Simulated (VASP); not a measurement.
# BiTe (Fm-3m) in VASP: a series of runs, part 2 of 3

VASP 6.6.1.

**4. Single point, LDA**

This run uses another cell than the first one, of 32.10 Å³/atom, 0.948 times its volume.

Input file INCAR:

```
PREC = Accurate ; ENCUT = 520
EDIFF = 1E-6 ; ISMEAR = -1
SIGMA = 0.05 ; LREAL = False
LASPH = True ; NELM = 60
ALGO = Normal ; ISIF = 2
LWAVE = False ; LCHARG = True
GGA = CA ; LELF = True
LVHAR = True ; NBANDS = 18
```

Input file KPOINTS:

```
regular mesh
0
Gamma
  7 7 7
```

Input file POSCAR:

```
BiTe
1.0
    0.0000000000      3.1782529561      3.1782529561
    3.1782529561      0.0000000000      3.1782529561
    3.1782529561      3.1782529561      0.0000000000
Bi Te
1 1
Direct
    0.0000000000      0.0000000000      0.0000000000
    0.5000000000      0.5000000000      0.5000000000
```

Potentials or basis: VASP PAW LDA potentials, release 64 (Bi_d, Te).

Run with:

```console
cat potpaw_LDA.64/Bi_d/POTCAR potpaw_LDA.64/Te/POTCAR > POTCAR
mpirun -np 1 vasp_std > vasp.out
```

OUTCAR:

```text
PREC = Accurate
   ENCUT = 520
   EDIFF = 1E-6
   ISMEAR = -1
   LREAL = False
   LASPH = True
   NELM = 60
   ISIF = 2
   GGA = CA

 ion  position               nearest neighbor table
   1  0.000  0.000  0.000-   2 3.18   2 3.18   2 3.18   2 3.18   2 3.18   2 3.18
   2  0.500  0.500  0.500-   1 3.18   1 3.18   1 3.18   1 3.18   1 3.18   1 3.18

  LATTYP: Found a face centered cubic cell.
 ALAT       =     6.3565059122

  Lattice vectors:

 A1 = (   0.0000000000,   3.1782529561,   3.1782529561)
 A2 = (   3.1782529561,   0.0000000000,   3.1782529561)
 A3 = (   3.1782529561,   3.1782529561,   0.0000000000)

Analysis of symmetry for initial positions (statically):
=====================================================================
 Subroutine PRICEL returns:
 Original cell was already a primitive cell.

 Routine SETGRP: Setting up the symmetry group for a
 face centered cubic supercell.

 Subroutine GETGRP returns: Found 48 space group operations
 (whereof 48 operations were pure point group operations)
 out of a pool of 48 trial point group operations.

The static configuration has the point symmetry O_h .

Analysis of symmetry for dynamics (positions and initial velocities):
=====================================================================
 Subroutine PRICEL returns:
 Original cell was already a primitive cell.

 Routine SETGRP: Setting up the symmetry group for a
 face centered cubic supercell.

 Subroutine GETGRP returns: Found 48 space group operations
 (whereof 48 operations were pure point group operations)
 out of a pool of 48 trial point group operations.

The dynamic configuration has the point symmetry O_h .

 Subroutine INISYM returns: Found 48 space group operations
 (whereof 48 operations are pure point group operations),
 and found     1 'primitive' translations
[... 102 lines left out ...]
   NUPDOWN=      -1.0000    fix difference up-down
   EMIN   =  10.00;   EMAX   =-10.00  energy-range for DOS
   EFERMI =   0.00;   METHOD = LEGACY
   ISMEAR =    -1;   SIGMA  =   0.05  broadening in eV -4-tet -1-fermi 0-gaus
   EFERMI_NEDOS =   21; number of points for ismear=-14 and -15
   IALGO  =     38    algorithm
   IMIX   =      4    mixing-type and parameters
     AMIX     =   0.40;   BMIX     =  1.00
     AMIX_MAG =   1.60;   BMIX_MAG =  1.00
  volume/ion in A,a.u.               =      32.10       216.65
  Fermi-wavevector in a.u.,A,eV,Ry     =   1.127932  2.131482 17.309739  1.272230
  Thomas-Fermi vector in A             =   2.264620
   LORBIT       =      0    0 simple, 1 ext, 2 COOP (PROOUT), +10 PAW based schemes
   GGA     = CA    functional components
   LHFCALC =     F    Hartree Fock is set to
   AEXX    =    0.0000 exact exchange contribution
   IVDW    =     0    specifies the selected vdW correction
   LEPSILON=     F    determine dielectric tensor
   LRPA    =     F    only Hartree local field effects (RPA)
 non-spin polarized calculation
  energy-cutoff  :      520.00
  volume of cell :       64.21
 maximum number of plane-waves:      1759
 NGX is ok and might be reduce to    36
   NGX = 17   NGY = 17   NGZ = 17

 number of electron      21.0000002 magnetization

 Free energy of the ion-electron system (eV)
  ---------------------------------------------------
  ext. energy  EPLUGINS =         0.00000000
  ---------------------------------------------------
  free energy    TOTEN  =        -8.50053149 eV

  energy without entropy =       -8.47866252  energy(sigma->0) =       -8.48959701

 E-fermi :   7.1363     XC(G=0):  -9.9073

 val. band max:        7.1262852495   @ k =   0.1429   0.1429   0.0000
 cond. band min:       7.1415879384   @ k =  -0.4286   0.1429   0.0000
 fundamental gap:      0.0153026890
 Fermi energy:         7.1363488648

 k-point     1 :       0.0000    0.0000    0.0000
  band No.  band energies     occupation
      1     -15.9987      2.00000
      2     -15.9987      2.00000
      3     -15.9885      2.00000
      4     -15.9885      2.00000
      5     -15.9885      2.00000
      6      -6.8065      2.00000
[... 397 lines left out ...]
      5     -15.9757      2.00000
      6      -4.3492      2.00000
[... 10 lines left out ...]
     17      16.6976      0.00000
     18      17.6034      0.00000

------------------------ aborting loop because EDIFF is reached ----------------------------------------

  FORCE on cell =-STRESS in cart. coord.  units (eV):
  Direction    XX          YY          ZZ          XY          YZ          ZX
  --------------------------------------------------------------------------------------
  -------------------------------------------------------------------------------------
  Total        0.0222326      0.0222326      0.0222326      0.0000000      0.0000000      0.0000000
  in kB        0.5547611      0.5547611      0.5547611      0.0000000      0.0000000      0.0000000
  external PRESSURE =       0.5547611 kB  Pullay stress =       0.0000000 kB

 VOLUME and BASIS-vectors are now :
 -----------------------------------------------------------------------------
  energy-cutoff  :      520.00
  volume of cell :       64.21
      direct lattice vectors                 reciprocal lattice vectors
     0.000000000  3.178252956  3.178252956    -0.157319133  0.157319133  0.157319133
     3.178252956  0.000000000  3.178252956     0.157319133 -0.157319133  0.157319133
     3.178252956  3.178252956  0.000000000     0.157319133  0.157319133 -0.157319133

 POSITION                                       TOTAL-FORCE (eV/Angst)
 -----------------------------------------------------------------------------------
      0.00000      0.00000      0.00000         0.000000      0.000000      0.000000
      3.17825      3.17825      3.17825         0.000000     -0.000000      0.000000
 -----------------------------------------------------------------------------------
    total drift:                               -0.000000      0.000000      0.000000

  FREE ENERGIE OF THE ION-ELECTRON SYSTEM (eV)
  ---------------------------------------------------
  free  energy   TOTEN  =        -8.5005314948 eV

  energy  without entropy=       -8.4786625193  energy(sigma->0) =       -8.48959701
```

stdout:

```text
POSCAR found type information on POSCAR BiTe
 POSCAR found :  2 types and       2 ions
 scaLAPACK will be used
 LDA part: xc-table for (Slater(with rela. corr.)+CA(PZ))
 , standard interpolation
 POSCAR, INCAR and KPOINTS ok, starting setup
 FFT: planning ... GRIDC
 FFT: planning ... GRID_SOFT
 FFT: planning ... GRID
 WAVECAR not read
 entering main loop
```

It took 12 s on 1 thread of Intel Xeon Platinum 8488C (Sapphire Rapids), shared host; peak memory 0.17 GiB.

What came out:

```
Free energy : -8.5005 eV
Pressure    : 0.1 GPa
```

Caveat: spin-orbit coupling is left out, which moves the levels of the heavy elements.

[end of part 2 of 3]
